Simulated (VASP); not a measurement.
Input of a VASP 6.6.1 run:

The input POSCAR:

```
Al
1.0
    1.5948846186      1.5948846186      1.5948846186
   -1.5948846186      1.5948846186      1.5948846186
   -1.5948846186     -1.5948846186      1.5948846186
Al
1
Direct
    0.0000000000      0.0000000000      0.0000000000
```

Contents of INCAR.step1:

```
  PREC = Accurate
  ENCUT = 550
  ISMEAR = -1
  SIGMA = 0.05
  LREAL = F
  LASPH = T
  NELM = 120
  NBANDS = 8
  GGA = PE
  ALGO = Normal
  EDIFF = 1E-5
  LWAVE = T
  LCHARG = F
  GGA_COMPAT = F
```

Contents of INCAR.step2:

```
  PREC = Accurate
  ENCUT = 550
  EDIFF = 1E-6
  ISMEAR = -1
  SIGMA = 0.05
  LREAL = F
  LASPH = T
  NELM = 120
  ALGO = Normal
  ISIF = 2
  LWAVE = F
  LCHARG = F
  METAGGA = R2SCAN
  LMIXTAU = T
  NBANDS = 8
  ISTART = 1
  GGA_COMPAT = F
```

KPOINTS

```
regular mesh
0
Gamma
  9 9 9
```

Potentials or basis: VASP PAW PBE potentials, release 64 (Al).

Launch:

```console
$ cat potpaw_PBE.64/Al/POTCAR > POTCAR
$ cp INCAR.step1 INCAR
$ mpirun -np 1 vasp_std > vasp.out
$ cp INCAR.step2 INCAR
$ mpirun -np 1 vasp_std > vasp.out
```

Problem. Estimate the band gap on the k mesh.

Solution. Zero (an odd number of electrons rules out a gap without spin polarisation).

Problem. Estimate the pressure.

Solution. -0.3 GPa.

Caveat: the PAW data sets were made with another functional, which shifts forces and pressure a little.
